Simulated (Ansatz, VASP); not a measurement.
One calculation of Ti, two programs

```
CELL_PARAMETERS angstrom
1.46262 0.84444 7.06549
-1.46262 0.84444 7.06549
0.00000 -1.68888 7.06549
ATOMIC_POSITIONS crystal
Ti 0.00000 0.00000 0.00000
Ti 0.22292 0.22292 0.22292
Ti 0.77708 0.77708 0.77708
```

Alike in both runs: functional PBE; k mesh 6 × 6 × 6; occupations gaussian, width 0.1 eV; no spin polarisation.

Ansatz relaxed the structure, and its values are those at the end. VASP's run is a single point on that final structure, the one shown.

|  | VASP | Ansatz |
| --- | --- | --- |
| version | VASP 6.6.1 | Ansatz 0.2.0 |
| potentials or method | VASP PAW PBE potentials, release 64 (Ti_sv), cutoff 520 eV | scalar-relativistic, plane waves, PAW |
| valence electrons in the cell | 36 | 36 |

Ansatz gave:

```
gap on the k mesh at the Fermi level (eV) : none
pressure (GPa)                            : 0.0
```

Task: Estimate VASP's values.

Result: gap on the k mesh at the Fermi level (eV): none; pressure (GPa): -0.2.

A gap of «none» marks a metal or a gap that the smearing closes.

The k mesh is coarse, so the values compare programs but aren't converged.
